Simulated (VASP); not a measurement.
Wanted: the native input for a VASP 6.6.1 run.

```yaml
Task: single point
Functional: b88 exchange, pbe correlation
Potentials_or_basis: VASP PAW PBE potentials, release 64 (Pt, Se)
Cutoff: 500 eV
k_mesh: 8 × 8 × 5
Occupations: fermi-dirac, width 0.05 eV
Spin: no spin polarisation
Dipole_correction: no
Further_INCAR_settings: ALGO = Normal; EDIFF = 1e-06; NBANDS = 18
```

The structure of PtSe2 lies in POSCAR:

```
PtSe2
1.0
    3.7506648999      0.0000000000      0.0000000000
   -1.8753324500      3.2481710844      0.0000000000
    0.0000000000      0.0000000000      8.8543237585
Pt Se
1 2
Direct
    0.0000000000      0.0000000000      0.0000000000
    0.6666666667      0.3333333333      0.8524957802
    0.3333333333      0.6666666667      0.1475042198
```

These files were run (other wordings do the same):

INCAR

```
SYSTEM = PtSe2
PREC = Accurate
ENCUT = 500
EDIFF = 1E-6
ISMEAR = -1
SIGMA = 0.05
LREAL = .FALSE.
LASPH = .TRUE.
NELM = 120
ALGO = Normal
ISIF = 2
LWAVE = .FALSE.
LCHARG = .FALSE.
GGA = LIBXC
LIBXC1 = GGA_X_B88
LIBXC2 = GGA_C_PBE
NBANDS = 18
GGA_COMPAT = .FALSE.
```

KPOINTS

```
Automatic mesh
0
G
  8 8 5
  0 0 0
```

Potentials or basis: VASP PAW PBE potentials, release 64 (Pt, Se).

Launch:

```sh
$ cat potpaw_PBE.64/Pt/POTCAR potpaw_PBE.64/Se/POTCAR > POTCAR
$ mpirun -np 1 vasp_std > vasp.out
```

Results of the run:

```yaml
Pressure: 0.0 GPa
Largest_force: 0.004 eV/Å
Band_gap_on_the_k_mesh: 1.38 eV (least direct gap 1.55 eV)
```

Caveat: the PAW data sets were made with another functional, which shifts forces and pressure a little; spin-orbit coupling is left out, which moves the levels of the heavy elements; an odd mesh through Γ misses points on the zone boundary, where band edges can lie.

Run time: 42 s on 1 thread of AMD EPYC 9R45 96-Core Processor (Zen 5), with other jobs on the host, peak memory 0.23 GiB.
